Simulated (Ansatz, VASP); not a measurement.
## One calculation of V, two programs

File INCAR:

```
SYSTEM = V
  ALGO = Normal
  EDIFF = 1E-7
  ENCUT = 520
  GGA = PE
  ISIF = 2
  ISMEAR = -1
  ISPIN = 2
  LASPH = .TRUE.
  LCHARG = .FALSE.
  LMAXMIX = 4
  LORBIT = 11
  LREAL = .FALSE.
  LWAVE = .FALSE.
  MAGMOM = 2
  NBANDS = 16
  NELM = 150
  PREC = Accurate
  SIGMA = 0.05
```

File KPOINTS:

```
k-points
0
G
  11 12 13
  0 0 0
```

The input POSCAR:

```
V
1.0
   -1.3777151500      1.6411906100      1.6479345300
    1.5049757200     -1.4912590400      1.6252635300
    1.2725458600      1.3860897500     -1.4980029600
V
1
Direct
    0.0000000000      0.0000000000      0.0000000000
```

Contents of input.yaml:

```yaml
crystal:
  lattice:
    - [-1.37771515, 1.64119061, 1.64793453]
    - [1.50497572, -1.49125904, 1.62526353]
    - [1.27254586, 1.38608975, -1.49800296]
  atoms:
    - { symbol: V, position: [0.0, 0.0, 0.0], spin: 2.0 }
kpoints:
  mp_grid: { grid: [11, 12, 13] }
scf:
  occupations: { method: fermi_dirac, width: 0.05 }
hamiltonian:
  xc: pbe
  pseudopotentials: { kind: all_electron, lapw: { basis_error: 0.001 } }
magnetization:
  spin_polarized: true
output:
  forces: true
  stress: true
  eigenvalues: true
  populations: true
```

Change from the starting cell: cell sheared at random, sigma 0.1, atoms nudged by 0.01 Å.

Alike in both runs: task single point; functional PBE; k mesh 11 × 12 × 13; occupations fermi-dirac, width 0.05 eV; collinear spin.

|  | VASP | Ansatz |
| --- | --- | --- |
| version | VASP 6.6.1 | Ansatz 0.2.0 |
| potentials or method | VASP PAW PBE potentials, release 64 (V_sv), cutoff 520 eV | all-electron LAPW, scalar-relativistic |

```csv
,VASP,Ansatz,Ansatz less VASP
gap on the k mesh at the Fermi level (eV),none,none,-
pressure (GPa),-1.0,-1.3,-0.31
"traceless stress, the component that is largest in VASP (GPa)",8.72,8.73,+0.013
net moment per atom (μB),0.00,0.00,0.000
```

A gap of «none» marks a metal or a gap that the smearing closes. Ansatz ran all-electron here, and VASP with PAW potentials.
